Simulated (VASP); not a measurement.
# Ti3Al (Fm-3m) in VASP: single point with LDA

Aim: the single point of Ti3Al with LDA.

All numbers are computed with VASP 6.6.1; they aren't measurements. Logs are shortened: lines on timing, memory, paths and dates and some standing lists are left out, and cuts for length are marked.

## 1. The cell of the first run

Symmetry: Fm-3m, No. 225, cubic system. Conventional cell: a = 6.464 Å, b = 6.464 Å, c = 6.464 Å, α = 90.00°, β = 90.00°, γ = 90.00°. Ti (site symmetry -43m) has 10 Ti at 2.80 to 3.23 Å and 4 Al at 2.80 Å within 3.7 Å. Within 3.7 Å of Ti (site symmetry m-3m) lie 8 Ti at 2.80 Å and 6 Al at 3.23 Å. Within 3.7 Å of Al (site symmetry m-3m) lie 14 Ti at 2.80 to 3.23 Å.

## 2. Single point, LDA

INCAR reads:

```
PREC     = Accurate       # precision mode
ENCUT    = 500            # plane-wave cutoff, eV
EDIFF    = 1E-6           # SCF threshold, eV
ISMEAR   = 1              # smearing method
SIGMA    = 0.3            # smearing width, eV
LREAL    = False          # projectors in reciprocal space
LASPH    = True           # aspherical terms in the spheres
NELM     = 120            # most SCF steps
ALGO     = Normal         # electronic algorithm
ISIF     = 2              # what is computed and relaxed
LWAVE    = False          # write WAVECAR
LCHARG   = False          # write CHGCAR
NBANDS   = 28             # bands
GGA_COMPAT= False
```

KPOINTS reads:

```
Automatic mesh
0
Gamma
  6 6 6
```

POSCAR reads:

```
Ti3Al
1.0
    0.0000000000      3.2317810000      3.2317810000
    3.2317810000      0.0000000000      3.2317810000
    3.2317810000      3.2317810000      0.0000000000
Ti Al
3 1
Direct
    0.7500000000      0.7500000000      0.7500000000
    0.2500000000      0.2500000000      0.2500000000
    0.0000000000      0.0000000000      0.0000000000
    0.5000000000      0.5000000000      0.5000000000
```

Potentials or basis: VASP PAW LDA potentials, release 64 (Ti_sv, Al).

Launch:

```sh
cat potpaw_LDA.64/Ti_sv/POTCAR potpaw_LDA.64/Al/POTCAR > POTCAR
mpirun -np 1 vasp_std > vasp.out
```

OUTCAR:

```text
PREC = Accurate
   ENCUT = 500
   EDIFF = 1E-6
   ISMEAR = 1
   LREAL = False
   LASPH = True
   NELM = 120
   ISIF = 2

 ion  position               nearest neighbor table
   1  0.750  0.750  0.750-   4 2.80   4 2.80   4 2.80   3 2.80   4 2.80   3 2.80   3 2.80   3 2.80

   2  0.250  0.250  0.250-   3 2.80   3 2.80   3 2.80   3 2.80   4 2.80   4 2.80   4 2.80   4 2.80

   3  0.000  0.000  0.000-   1 2.80   1 2.80   1 2.80   1 2.80   2 2.80   2 2.80   2 2.80   2 2.80

   4  0.500  0.500  0.500-   2 2.80   2 2.80   2 2.80   1 2.80   2 2.80   1 2.80   1 2.80   1 2.80

  LATTYP: Found a face centered cubic cell.
 ALAT       =     6.4635620000

  Lattice vectors:

 A1 = (   0.0000000000,   3.2317810000,   3.2317810000)
 A2 = (   3.2317810000,   0.0000000000,   3.2317810000)
 A3 = (   3.2317810000,   3.2317810000,   0.0000000000)

Analysis of symmetry for initial positions (statically):
=====================================================================
 Subroutine PRICEL returns:
 Original cell was already a primitive cell.

 Routine SETGRP: Setting up the symmetry group for a
 face centered cubic supercell.

 Subroutine GETGRP returns: Found 48 space group operations
 (whereof 48 operations were pure point group operations)
 out of a pool of 48 trial point group operations.

The static configuration has the point symmetry O_h .

Analysis of symmetry for dynamics (positions and initial velocities):
=====================================================================
 Subroutine PRICEL returns:
 Original cell was already a primitive cell.

 Routine SETGRP: Setting up the symmetry group for a
 face centered cubic supercell.

 Subroutine GETGRP returns: Found 48 space group operations
 (whereof 48 operations were pure point group operations)
 out of a pool of 48 trial point group operations.

The dynamic configuration has the point symmetry O_h .

 Subroutine INISYM returns: Found 48 space group operations
 (whereof 48 operations are pure point group operations),
 and found     1 'primitive' translations

----------------------------------------------------------------------------------------

                                     Primitive cell

  volume of cell :      67.5081

  direct lattice vectors                    reciprocal lattice vectors
     0.000000000  3.231781000  3.231781000    -0.154713454  0.154713454  0.154713454
     3.231781000  0.000000000  3.231781000     0.154713454 -0.154713454  0.154713454
     3.231781000  3.231781000  0.000000000     0.154713454  0.154713454 -0.154713454

  length of vectors
     4.570428521  4.570428521  4.570428521     0.267971562  0.267971562  0.267971562

  position of ions in fractional coordinates (direct lattice)
     0.750000000  0.750000000  0.750000000
     0.250000000  0.250000000  0.250000000
     0.000000000  0.000000000  0.000000000
     0.500000000  0.500000000  0.500000000

  ion indices of the primitive-cell ions
   primitive index   ion index
                 1           1
                 2           2
                 3           3
                 4           4

----------------------------------------------------------------------------------------

 KPOINTS: Automatic mesh

Automatic generation of k-mesh.
 Grid dimensions read from file:
 generate k-points for:    6    6    6

 Generating k-lattice:

  Cartesian coordinates                     Fractional coordinates (reciprocal lattice)
    -0.025785576  0.025785576  0.025785576     0.166666667  0.000000000  0.000000000
     0.025785576 -0.025785576  0.025785576     0.000000000  0.166666667  0.000000000
     0.025785576  0.025785576 -0.025785576     0.000000000  0.000000000  0.166666667

  Length of vectors
     0.044661927  0.044661927  0.044661927

  Shift w.r.t. Gamma in fractional coordinates (k-lattice)
     0.000000000  0.000000000  0.000000000

 Subroutine IBZKPT returns following result:
 ===========================================

 Found     16 irreducible k-points:

 Following reciprocal coordinates:
            Coordinates               Weight
  0.000000  0.000000  0.000000      1.000000
  0.166667  0.000000  0.000000      8.000000
  0.333333  0.000000  0.000000      8.000000
  0.500000  0.000000  0.000000      4.000000
  0.166667  0.166667  0.000000      6.000000
  0.333333  0.166667  0.000000     24.000000
[... 8 lines left out ...]
 -0.333333  0.333333  0.166667     24.000000
 -0.333333  0.500000  0.166667     12.000000
   k-points           NKPTS =     16   k-points in BZ     NKDIM =     16   number of bands    NBANDS=     28
   number of dos      NEDOS =    301   number of ions     NIONS =      4
   total plane-waves  NPLWV =  46656
   dimension x,y,z NGX =    36 NGY =   36 NGZ =   36
   dimension x,y,z NGXF=    72 NGYF=   72 NGZF=   72
   ions per type =               3   1
   NGX,Y,Z   is equivalent  to a cutoff of  13.09, 13.09, 13.09 a.u.
   NGXF,Y,Z  is equivalent  to a cutoff of  26.19, 26.19, 26.19 a.u.
 SYSTEM =  unknown system
   PREC   = accura    normal or accurate (medium, high low for compatibility)
   ISTART =      0    job   : 0-new  1-cont  2-samecut
   ICHARG =      2    charge: 1-file 2-atom 10-const
   ISPIN  =      1    spin polarized calculation?
   LNONCOLLINEAR =      F non collinear calculations
   LSORBIT =      F    spin-orbit coupling
   LASPH  =      T    aspherical Exc in radial PAW
   ENCUT  =  500.0 eV  36.75 Ry    6.06 a.u.   8.33  8.33  8.33*2*pi/ulx,y,z
   NELM   =    120;   NELMIN=  2; NELMDL= -5     # of ELM steps
   EDIFF  = 0.1E-05   stopping-criterion for ELM
   LREAL  =      F    real-space projection
   EDIFFG = 0.1E-04   stopping-criterion for IOM
   NSW    =      0    number of steps for IOM
   IBRION =     -1    ionic relax: 0-MD 1-quasi-New 2-CG
   NFREE  =      0    steps in history (QN), initial steepest desc. (CG)
   ISIF   =      2    stress and relaxation
   ISYM   =      2    0-nonsym 1-usesym 2-fastsym
   POTIM  = 0.5000    time-step for ionic-motion
   TEBEG  =    0.0;   TEEND  =   0.0 temperature during run
   PSTRESS=    0.0 pullay stress
   NELECT =      39.0000    total number of electrons
   NUPDOWN=      -1.0000    fix difference up-down
   EMIN   =  10.00;   EMAX   =-10.00  energy-range for DOS
   EFERMI =   0.00;   METHOD = LEGACY
   ISMEAR =     1;   SIGMA  =   0.30  broadening in eV -4-tet -1-fermi 0-gaus
   EFERMI_NEDOS =   21; number of points for ismear=-14 and -15
   IALGO  =     38    algorithm
   IMIX   =      4    mixing-type and parameters
     AMIX     =   0.40;   BMIX     =  1.00
     AMIX_MAG =   1.60;   BMIX_MAG =  1.00
  volume/ion in A,a.u.               =      16.88       113.89
  Fermi-wavevector in a.u.,A,eV,Ry     =   1.363466  2.576578 25.293784  1.859041
  Thomas-Fermi vector in A             =   2.489867
   LORBIT       =      0    0 simple, 1 ext, 2 COOP (PROOUT), +10 PAW based schemes
   GGA     = CA    functional components
   LHFCALC =     F    Hartree Fock is set to
   AEXX    =    0.0000 exact exchange contribution
   IVDW    =     0    specifies the selected vdW correction
   LEPSILON=     F    determine dielectric tensor
   LRPA    =     F    only Hartree local field effects (RPA)
 non-spin polarized calculation
 Methfessel and Paxton  Order N= 1 SIGMA  =   0.30
  energy-cutoff  :      500.00
  volume of cell :       67.51
 maximum number of plane-waves:      1736
 NGX is ok and might be reduce to    36
   NGX = 17   NGY = 17   NGZ = 17

 number of electron      39.0000007 magnetization

 Free energy of the ion-electron system (eV)
  ---------------------------------------------------
  ext. energy  EPLUGINS =         0.00000000
  ---------------------------------------------------
  free energy    TOTEN  =       -30.32435672 eV

  energy without entropy =      -30.30559399  energy(sigma->0) =      -30.31810248

 E-fermi :   7.8288     XC(G=0): -11.5111

 val. band max:        7.8263949031   @ k =   0.3333   0.1667   0.0000
 cond. band min:       7.8602801176   @ k =  -0.3333   0.5000   0.1667
 fundamental gap:      0.0338852145
 Fermi energy:         7.8287928601

 k-point     1 :       0.0000    0.0000    0.0000
  band No.  band energies     occupation
      1     -48.0662      2.00000
      2     -47.9985      2.00000
      3     -47.7566      2.00000
      4     -24.7345      2.00000
      5     -24.7345      2.00000
      6     -24.7345      2.00000
[... 20 lines left out ...]
     27      10.8696     -0.00000
     28      10.8696     -0.00000

 k-point     2 :       0.1667    0.0000    0.0000
  band No.  band energies     occupation
      1     -48.0586      2.00000
      2     -48.0010      2.00000
      3     -47.7620      2.00000
      4     -24.7878      2.00000
      5     -24.7696      2.00000
      6     -24.7696      2.00000
[... 20 lines left out ...]
     27      10.8997     -0.00000
     28      10.8997     -0.00000

 k-point     3 :       0.3333    0.0000    0.0000
  band No.  band energies     occupation
      1     -48.0406      2.00000
      2     -48.0079      2.00000
      3     -47.7732      2.00000
      4     -24.8002      2.00000
      5     -24.8002      2.00000
      6     -24.7946      2.00000
[... 20 lines left out ...]
     27      10.7440     -0.00000
     28      10.7440     -0.00000

 k-point     4 :       0.5000    0.0000    0.0000
  band No.  band energies     occupation
      1     -48.0258      2.00000
      2     -48.0168      2.00000
      3     -47.7793      2.00000
      4     -24.8118      2.00000
      5     -24.8118      2.00000
      6     -24.7749      2.00000
[... 20 lines left out ...]
     27      10.6158     -0.00000
     28      10.6158     -0.00000

 k-point     5 :       0.1667    0.1667    0.0000
  band No.  band energies     occupation
      1     -48.0563      2.00000
      2     -48.0015      2.00000
      3     -47.7638      2.00000
      4     -24.8080      2.00000
      5     -24.8080      2.00000
      6     -24.7392      2.00000
[... 20 lines left out ...]
     27      10.8547     -0.00000
     28      10.9372     -0.00000

 k-point     6 :       0.3333    0.1667    0.0000
  band No.  band energies     occupation
      1     -48.0422      2.00000
      2     -48.0062      2.00000
      3     -47.7734      2.00000
      4     -24.8372      2.00000
      5     -24.8315      2.00000
      6     -24.7619      2.00000
[... 215 lines left out ...]
      5     -24.8995      2.00000
      6     -24.7592      2.00000
[... 20 lines left out ...]
     27      10.4396     -0.00000
     28      10.8106     -0.00000

 k-point    14 :       0.5000    0.3333    0.1667
  band No.  band energies     occupation
      1     -48.0296      2.00000
      2     -48.0106      2.00000
      3     -47.7818      2.00000
      4     -24.8727      2.00000
      5     -24.8275      2.00000
      6     -24.7743      2.00000
[... 20 lines left out ...]
     27      10.7094     -0.00000
     28      10.8987     -0.00000

 k-point    15 :      -0.3333    0.3333    0.1667
  band No.  band energies     occupation
      1     -48.0190      2.00000
      2     -48.0167      2.00000
      3     -47.7863      2.00000
      4     -24.8867      2.00000
      5     -24.7999      2.00000
      6     -24.7844      2.00000
[... 20 lines left out ...]
     27      10.5481     -0.00000
     28      10.7565     -0.00000

 k-point    16 :      -0.3333    0.5000    0.1667
  band No.  band energies     occupation
      1     -48.0198      2.00000
      2     -48.0136      2.00000
      3     -47.7887      2.00000
      4     -24.9053      2.00000
      5     -24.8439      2.00000
      6     -24.7515      2.00000
[... 20 lines left out ...]
     27      10.3672     -0.00000
     28      10.6022     -0.00000

------------------------ aborting loop because EDIFF is reached ----------------------------------------

  FORCE on cell =-STRESS in cart. coord.  units (eV):
  Direction    XX          YY          ZZ          XY          YZ          ZX
  --------------------------------------------------------------------------------------
  -------------------------------------------------------------------------------------
  Total       -3.6582484     -3.6582484     -3.6582484      0.0000000      0.0000000      0.0000000
  in kB      -86.8216452    -86.8216452    -86.8216452      0.0000000      0.0000000      0.0000000
  external PRESSURE =     -86.8216452 kB  Pullay stress =       0.0000000 kB

 VOLUME and BASIS-vectors are now :
 -----------------------------------------------------------------------------
  energy-cutoff  :      500.00
  volume of cell :       67.51
      direct lattice vectors                 reciprocal lattice vectors
     0.000000000  3.231781000  3.231781000    -0.154713454  0.154713454  0.154713454
     3.231781000  0.000000000  3.231781000     0.154713454 -0.154713454  0.154713454
     3.231781000  3.231781000  0.000000000     0.154713454  0.154713454 -0.154713454

 POSITION                                       TOTAL-FORCE (eV/Angst)
 -----------------------------------------------------------------------------------
      4.84767      4.84767      4.84767         0.000000      0.000000      0.000000
      1.61589      1.61589      1.61589        -0.000000     -0.000000     -0.000000
      0.00000      0.00000      0.00000         0.000000      0.000000     -0.000000
      3.23178      3.23178      3.23178         0.000000      0.000000     -0.000000
 -----------------------------------------------------------------------------------
    total drift:                                0.000000      0.000000      0.000000

  FREE ENERGIE OF THE ION-ELECTRON SYSTEM (eV)
  ---------------------------------------------------
  free  energy   TOTEN  =       -30.3243567233 eV

  energy  without entropy=      -30.3055939854  energy(sigma->0) =      -30.31810248
```

It took 16 s on 1 thread of Intel Xeon 6975P-C (Granite Rapids), shared host; peak memory 0.18 GiB.

Results:

```yaml
Free_energy: -30.3244 eV
Pressure: -8.7 GPa
Band_gap_on_the_k_mesh: zero (an odd number of electrons rules out a gap without spin polarisation)
```

Levels at points of the mesh, in eV from the Fermi level:
| k point | band 17 | band 18 | band 19 | band 20 | band 21 | band 22 |
| --- | --- | --- | --- | --- | --- | --- |
| (0.00, 0.00, 0.00) | -1.61 | -1.61 | 0.05 | 0.05 | 0.05 | 2.24 |
| (0.50, 0.00, 0.00) | -0.37 | -0.29 | -0.29 | -0.01 | -0.01 | 0.79 |
| (0.50, 0.50, 0.00) | -0.54 | -0.54 | -0.09 | -0.09 | -0.09 | 1.13 |

Caveat: the cell stands under tension; so wide a smearing shifts energies and pressures.
